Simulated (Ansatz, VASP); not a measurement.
# Two plane-wave programs on SiO2

```xyz
24
Lattice="-4.0473 4.0473 4.0473 4.0473 -4.0473 4.0473 4.0473 4.0473 -4.0473" Properties=species:S:1:pos:R:3 pbc="T T T"
Si    1.1064    5.1538   -1.1064
Si    1.1064    1.1064    1.1064
Si   -1.1064    2.9409    1.1064
Si    2.9409    2.9409    2.9409
Si   -1.1064    1.1064    5.1538
Si    2.9409    1.1064   -1.1064
Si    1.1064   -1.1064    2.9409
Si    5.1538   -1.1064    1.1064
O     4.0473    2.0237    3.6680
O     3.6680    4.0473    2.0237
O     0.0000    2.0237    4.4267
O    -0.3793    4.0473    2.0237
O     2.0237    0.3793    0.0000
O    -2.0237    2.0237    2.0237
O     4.4267    0.0000    2.0237
O     2.0237   -0.3793    4.0473
O     0.0000    2.0237    0.3793
O     4.0473    2.0237   -0.3793
O     2.0237    3.6680    4.0473
O     2.0237    2.0237    2.0237
O     0.3793    0.0000    2.0237
O     2.0237   -2.0237    2.0237
O     2.0237    2.0237   -2.0237
O     2.0237    4.4267    0.0000
```

Alike in both runs: functional r2SCAN; k mesh 4 × 4 × 4; occupations gaussian, width 0.02 eV; no spin polarisation.

Ansatz relaxed the structure, and its values are those at the end. VASP's run is a single point on that final structure, the one shown.

|  | VASP | Ansatz |
| --- | --- | --- |
| version | VASP 6.6.1 | Ansatz 0.2.0 |
| potentials or method | VASP PAW PBE potentials, release 64 (Si, O), cutoff 520 eV | scalar-relativistic, plane waves, PAW |
| valence electrons in the cell | 128 | 128 |

Ansatz gave:

```
gap on the k mesh at the Fermi level (eV) : 7.08
least direct gap on the mesh (eV)         : 7.19
pressure (GPa)                            : 7.7
rms of the force components (eV/Å)        : 0.002
```

Problem. Estimate VASP's values.

Solution. gap on the k mesh at the Fermi level (eV): 7.09; least direct gap on the mesh (eV): 7.20; pressure (GPa): 8.0; rms of the force components (eV/Å): 0.010.

VASP's potentials were made for PBE, not for r2SCAN. With one functional, cell and mesh, what is left measures potentials, basis and numerics. Ansatz's warnings: stress scf threshold loose.
